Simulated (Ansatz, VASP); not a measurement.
**InP in VASP and in Ansatz**

File POSCAR:

```
InP
1.0
    0.0000000000      2.7984427617      2.9538133435
    2.9538133435      0.0000000000      2.9538133435
    2.9538133435      2.7984427617      0.0000000000
In P
1 1
Direct
    0.0000000000      0.0000000000      0.0000000000
    0.2500000000      0.2500000000      0.2500000000
```

The input INCAR.step1:

```
  PREC = Accurate
  ENCUT = 520
  ISMEAR = 0
  SIGMA = 0.01
  LREAL = False
  LASPH = True
  NELM = 60
  NBANDS = 16
  GGA = PE
  ALGO = Normal
  EDIFF = 1E-4
  LWAVE = True
  LCHARG = False
```

Contents of INCAR.step2:

```
  PREC = Accurate
  ENCUT = 520
  EDIFF = 1E-7
  ISMEAR = 0
  SIGMA = 0.01
  LREAL = False
  LASPH = True
  NELM = 60
  ALGO = Normal
  ISIF = 2
  LWAVE = False
  LCHARG = False
  METAGGA = R2SCAN
  LMIXTAU = True
  NBANDS = 16
  ISTART = 1
```

The input KPOINTS:

```
Automatic mesh
0
Gamma
  8 8 8
```

Input for Ansatz:

```yaml
crystal:
  lattice:
    - [0.0, 2.7984427617, 2.9538133435]
    - [2.9538133435, 0.0, 2.9538133435]
    - [2.9538133435, 2.7984427617, 0.0]
  atoms:
    - { symbol: In, position: [0.0, 0.0, 0.0] }
    - { symbol: P, position: [0.25, 0.25, 0.25] }
kpoints:
  mp_grid: { grid: [8, 8, 8] }
  band_path:
    path:
      - [0.0, 0.0, 0.0]
      - [-0.5, -0.5, 0.0]
      - [-0.375, -0.375, 0.25]
      - [-0.375, 0.0, 0.375]
      - [0.0, 0.0, 0.5]
      - [-0.5, -0.25, 0.25]
    npoints: 1
hamiltonian:
  xc: r2scan
scf:
  occupations: { method: fixed }
  n_extra_bands: 4
output:
  forces: true
  stress: true
  eigenvalues: true
```

Change from the starting cell: uniaxial_y strain -5.3%.

Alike in both runs: task single point; functional r2SCAN; k mesh 8 × 8 × 8; no spin polarisation.

|  | VASP | Ansatz |
| --- | --- | --- |
| version | VASP 6.6.1 | Ansatz 0.2.0 |
| potentials or method | VASP PAW PBE potentials, release 64 (In_d, P) | plane waves, PAW |
| plane-wave cutoff (eV) | 520 | 500 |
| occupations | gaussian, width 0.01 eV | fixed |
| valence electrons in the cell | 18 | 18 |

|  | VASP | Ansatz | Ansatz less VASP |
| --- | --- | --- | --- |
| gap on the k mesh at the Fermi level (eV) | 1.17 | 1.16 | -0.005 |
| pressure (GPa) | 3.9 | 4.0 | +0.13 |
| traceless stress, the component that is largest in VASP (GPa) | 1.36 | 1.35 | -0.015 |

VASP's potentials were made for PBE, not for r2SCAN.
